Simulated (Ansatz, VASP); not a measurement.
**One calculation of SiO2, two programs**

INCAR

```
PREC     = Accurate       # precision mode
ENCUT    = 600            # plane-wave cutoff, eV
EDIFF    = 1E-6           # SCF threshold, eV
ISMEAR   = 0              # smearing method
SIGMA    = 0.1            # smearing width, eV
LREAL    = F              # projectors in reciprocal space
LASPH    = T              # aspherical terms in the spheres
NELM     = 80             # most SCF steps
ALGO     = Normal         # electronic algorithm
ISIF     = 3              # what is computed and relaxed
LWAVE    = F              # write WAVECAR
LCHARG   = F              # write CHGCAR
GGA      = PE             # functional
IBRION   = 2              # ionic algorithm
NSW      = 90             # ionic steps
EDIFFG   = -0.04          # ionic threshold
```

File KPOINTS:

```
regular mesh
0
Gamma
  8 8 8
```

File POSCAR:

```
SiO2
1.0
   -1.6561680300      1.6561680300      4.6417888100
    1.6561680300     -1.6561680300      4.6417888100
    1.6561680300      1.6561680300     -4.6417888100
Si O
2 4
Direct
    0.0000000000      0.0000000000      0.0000000000
    0.7500000000      0.2500000000      0.5000000000
    0.8026239900      0.8026239900      0.0000000000
    0.9473760100      0.4473760100      0.5000000000
    0.5526239900      0.0526239900      0.5000000000
    0.1973760100      0.1973760100      0.0000000000
```

Input for Ansatz:

```yaml
crystal:
  lattice:
    - [-1.65616803, 1.65616803, 4.64178881]
    - [1.65616803, -1.65616803, 4.64178881]
    - [1.65616803, 1.65616803, -4.64178881]
  atoms:
    - { symbol: Si, position: [0.0, 0.0, 0.0] }
    - { symbol: Si, position: [0.75, 0.25, 0.5] }
    - { symbol: O, position: [0.80262399, 0.80262399, 0.0] }
    - { symbol: O, position: [0.94737601, 0.44737601, 0.5] }
    - { symbol: O, position: [0.55262399, 0.05262399, 0.5] }
    - { symbol: O, position: [0.19737601, 0.19737601, 0.0] }
basis:
  ecutwfc: 420
kpoints:
  mp_grid: { grid: [8, 8, 8] }
hamiltonian:
  xc: pbe
scf:
  occupations: { method: gaussian, width: 0.1 }
  lower_state_search: "off"
output:
  forces: true
  stress: true
  eigenvalues: true
relax:
  adjacent_minimum: "off"
  f_tol: 0.04
  max_steps: 70
  cell: { stress_tol: 0.4 }
```

Alike in both runs: task relaxation of cell and atoms; functional PBE; k mesh 8 × 8 × 8; occupations gaussian, width 0.1 eV; no spin polarisation.

|  | VASP | Ansatz |
| --- | --- | --- |
| version | VASP 6.6.1 | Ansatz 0.2.0 |
| potentials or method | VASP PAW PBE potentials, release 64 (Si, O), cutoff 600 eV | scalar-relativistic, plane waves, PAW |
| valence electrons in the cell | 32 | 32 |

Ansatz gave:

| Quantity | Value |
| --- | --- |
| gap on the k mesh at the Fermi level, each at its own relaxed structure (eV) | 5.82 |
| relaxed volume (Å³/atom) | 8.83 |
| relaxed cell length with the largest relative difference (Å) | 4.937 |

Question: Which values does VASP return?

Answer: gap on the k mesh at the Fermi level, each at its own relaxed structure (eV): 5.81; relaxed volume (Å³/atom): 8.83; relaxed cell length with the largest relative difference (Å): 4.937.
